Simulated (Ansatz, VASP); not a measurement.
# Two plane-wave programs on Nb

Contents of INCAR:

```
  ALGO = Normal
  EDIFF = 1E-6
  EDIFFG = -0.01
  ENCUT = 600
  GGA = RE
  IBRION = 2
  ISIF = 3
  ISMEAR = -1
  LASPH = T
  LCHARG = F
  LREAL = F
  LWAVE = F
  NELM = 60
  NSW = 60
  PREC = Accurate
  SIGMA = 0.05
```

KPOINTS

```
k-points
0
Gamma
  11 11 11
```

The input POSCAR:

```
Nb
1.0
    0.0000000000      2.1150000000      2.1150000000
    2.1150000000      0.0000000000      2.1150000000
    2.1150000000      2.1150000000      0.0000000000
Nb
1
Direct
    0.0000000000      0.0000000000      0.0000000000
```

Contents of input.yaml:

```yaml
crystal:
  lattice:
    - [0.0, 2.115, 2.115]
    - [2.115, 0.0, 2.115]
    - [2.115, 2.115, 0.0]
  atoms:
    - { symbol: Nb, position: [0.0, 0.0, 0.0] }
hamiltonian:
  xc: revpbe
  pseudopotentials: { kind: paw }
kpoints:
  mp_grid: { grid: [11, 11, 11] }
scf:
  occupations: { method: fermi_dirac, width: 0.05 }
output:
  forces: true
  stress: true
  eigenvalues: true
relax:
  f_tol: 0.01
  max_steps: 40
  cell: { stress_tol: 0.05 }
```

Alike in both runs: task relaxation of cell and atoms; functional revPBE; k mesh 11 × 11 × 11; occupations fermi-dirac, width 0.05 eV; no spin polarisation.

|  | VASP | Ansatz |
| --- | --- | --- |
| version | VASP 6.6.1 | Ansatz 0.2.0 |
| potentials or method | VASP PAW PBE potentials, release 64 (Nb_sv) | Ansatz PAW |
| plane-wave cutoff (eV) | 600 | 420 |
| valence electrons in the cell | 13 | 13 |

Ansatz gave:

- gap on the k mesh at the Fermi level, each at its own relaxed structure (eV): none
- relaxed volume (Å³/atom): 18.94
- relaxed cell length with the largest relative difference (Å): 2.992

Q: What did VASP give for the same quantities?

A: gap on the k mesh at the Fermi level, each at its own relaxed structure (eV): none; relaxed volume (Å³/atom): 18.90; relaxed cell length with the largest relative difference (Å): 2.990.

VASP's potentials were made for PBE, not for revPBE. A gap of «none» marks a metal or a gap that the smearing closes.

Noted on Ansatz's run: the plane-wave basis is chosen anew once the cell has moved, so the energies of steps on either side of that aren't comparable.
